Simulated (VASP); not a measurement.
A run of VASP 6.6.1:

File POSCAR:

```
MgO
1.0
    0.0000000000      2.1551413176      2.1551413176
    2.1551413176      0.0000000000      2.1551413176
    2.1551413176      2.1551413176      0.0000000000
Mg O
1 1
Direct
    0.0000000000      0.0000000000      0.0000000000
    0.5000000000      0.5000000000      0.5000000000
```

File INCAR.step1:

```
SYSTEM = MgO
PREC = Accurate
ENCUT = 520
ISMEAR = -1
SIGMA = 0.1
LREAL = .False.
LASPH = .True.
NELM = 60
NBANDS = 11
GGA = PE
ALGO = Normal
EDIFF = 1E-4
LWAVE = .True.
LCHARG = .False.
```

The input INCAR.step2:

```
SYSTEM = MgO
PREC = Accurate
ENCUT = 520
EDIFF = 1E-6
ISMEAR = -1
SIGMA = 0.1
LREAL = .False.
LASPH = .True.
NELM = 60
ALGO = Normal
ISIF = 2
LWAVE = .False.
LCHARG = .False.
METAGGA = R2SCAN
LMIXTAU = .True.
NBANDS = 11
ISTART = 1
```

The input KPOINTS:

```
Automatic mesh
0
Gamma
  14 14 14
  0 0 0
```

Potentials or basis: VASP PAW PBE potentials, release 64 (Mg, O).

Command:

```console
$ cat potpaw_PBE.64/Mg/POTCAR potpaw_PBE.64/O/POTCAR > POTCAR
$ cp INCAR.step1 INCAR
$ mpirun -np 1 vasp_std > vasp.out
$ cp INCAR.step2 INCAR
$ mpirun -np 1 vasp_std > vasp.out
```

Hardware: 1 thread of Intel(R) Xeon(R) Platinum 8559C (Emerald Rapids) (shared host).

Problem. How long does it take, and how much memory?

Solution. It took 44 s on 1 thread of Intel(R) Xeon(R) Platinum 8559C (Emerald Rapids), with other jobs on the host, peak memory 0.16 GiB. Counts: k points 104.
